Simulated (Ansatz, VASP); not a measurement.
**Two plane-wave programs on TaSi2**

The input INCAR:

```
SYSTEM = TaSi2
ALGO = Normal
EDIFF = 1E-6
ENCUT = 520
GGA = PS
ISIF = 2
ISMEAR = -1
LASPH = .True.
LCHARG = .False.
LREAL = .False.
LWAVE = .False.
NBANDS = 38
NELM = 80
PREC = Accurate
SIGMA = 0.05
```

KPOINTS

```
k-points
0
Gamma
  7 7 4
  0 0 0
```

Contents of POSCAR:

```
TaSi2
1.0
    4.8777257812      0.0000000000      0.0000000000
   -2.4388628906      4.2242344392      0.0000000000
    0.0000000000      0.0000000000      6.6988562433
Ta Si
3 6
Direct
    0.0000000000      0.5000000000      0.3333333333
    0.5000000000      0.5000000000      0.6666666667
    0.5000000000      0.0000000000      0.0000000000
    0.3179400000      0.1589700000      0.3333333333
    0.1589700000      0.8410300000      0.6666666667
    0.8410300000      0.6820600000      0.0000000000
    0.6820600000      0.8410300000      0.3333333333
    0.8410300000      0.1589700000      0.6666666667
    0.1589700000      0.3179400000      0.0000000000
```

File input.yaml:

```yaml
crystal:
  lattice:
    - [4.8777257812, 0.0, 0.0]
    - [-2.4388628906, 4.2242344392, 0.0]
    - [0.0, 0.0, 6.6988562433]
  atoms:
    - { symbol: Ta, position: [0.0, 0.5, 0.3333333333] }
    - { symbol: Ta, position: [0.5, 0.5, 0.6666666667] }
    - { symbol: Ta, position: [0.5, 0.0, 0.0] }
    - { symbol: Si, position: [0.31794, 0.15897, 0.3333333333] }
    - { symbol: Si, position: [0.15897, 0.84103, 0.6666666667] }
    - { symbol: Si, position: [0.84103, 0.68206, 0.0] }
    - { symbol: Si, position: [0.68206, 0.84103, 0.3333333333] }
    - { symbol: Si, position: [0.84103, 0.15897, 0.6666666667] }
    - { symbol: Si, position: [0.15897, 0.31794, 0.0] }
hamiltonian:
  xc: pbesol
  pseudopotentials: { kind: paw }
kpoints:
  mp_grid: { grid: [7, 7, 4] }
scf:
  occupations: { method: fermi_dirac, width: 0.05 }
output:
  forces: true
  stress: true
  eigenvalues: true
  write_density: true
  write_potential: true
  elf: true
  volumetric_format: npy
```

Alike in both runs: task single point; functional PBEsol; k mesh 7 × 7 × 4; occupations fermi-dirac, width 0.05 eV; no spin polarisation.

|  | VASP | Ansatz |
| --- | --- | --- |
| version | VASP 6.6.1 | Ansatz 0.2.0 |
| potentials or method | VASP PAW PBE potentials, release 64 (Ta_pv, Si) | Ansatz PAW |
| plane-wave cutoff (eV) | 520 | 420 |
| valence electrons in the cell | 57 | 63 |

```tsv
	VASP	Ansatz	Ansatz less VASP
gap on the k mesh at the Fermi level (eV)	none	none	-
pressure (GPa)	-11.7	-11.9	-0.21
traceless stress, the component that is largest in VASP (GPa)	-0.59	-0.65	-0.056
rms of the force components (eV/Å)	0.028	0.029	+0.0009
```

VASP's potentials were made for PBE, not for PBEsol. Atom by atom the forces differ by 0.001 eV/Å (rms over components). A gap of «none» marks a metal or a gap that the smearing closes. VASP's potentials hold 57 valence electrons a cell and Ansatz's 63, so a difference there can come from the potentials and not from the codes.

Spin-orbit coupling is off throughout.
